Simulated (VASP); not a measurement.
## AlP: single point with r2SCAN

The system is AlP, a slab with vacuum.

```
P Al
1.0
     3.87390    0.00000    0.00000
    -1.93695    3.35490    0.00000
     0.00000    0.00000   24.11681
P Al
3 3
Cartesian
  0.0000 0.0000 8.5000
  0.0000 2.2366 11.6630
  1.9369 1.1183 14.8513
  0.0000 2.2366 9.2908
  1.9369 1.1183 12.3440
  0.0000 0.0000 15.4296
```

```json
{
  "Program": "VASP 6.6.1",
  "Task": "single point",
  "Functional": "r2SCAN",
  "Potentials or basis": "VASP PAW PBE potentials, release 64 (P, Al)",
  "Cutoff": "440 eV",
  "k mesh": "9 × 9 × 1",
  "Occupations": "gaussian, width 0.05 eV",
  "Spin": "no spin polarisation"
}
```

```
Largest force          : 1.222 eV/Å
Band gap on the k mesh : zero (bands 12 and 13 overlap by 0.17 eV)
```

Forces in eV/Å, atoms in the order of the input:
```
P    0.000  0.000  0.596
P    0.000  0.000  0.628
P    0.000  0.000  0.011
Al   0.000  0.000 -1.222
Al   0.000  0.000  0.009
Al   0.000  0.000 -0.022
```

Levels at points of the mesh, in eV from the Fermi level:
```
           k point  band 9  band 10  band 11  band 12  band 13  band 14  band 15  band 16
(0.00, 0.00, 0.00)   -1.75    -0.75     0.15     0.15     0.55     1.53     2.72     3.06
```

Run time: 5.9 min on 1 thread of AMD EPYC 9R45 96-Core Processor (Zen 5), with other jobs on the host, peak memory 0.36 GiB.

Caveat: the PAW data sets were made with another functional, which shifts forces and pressure a little.
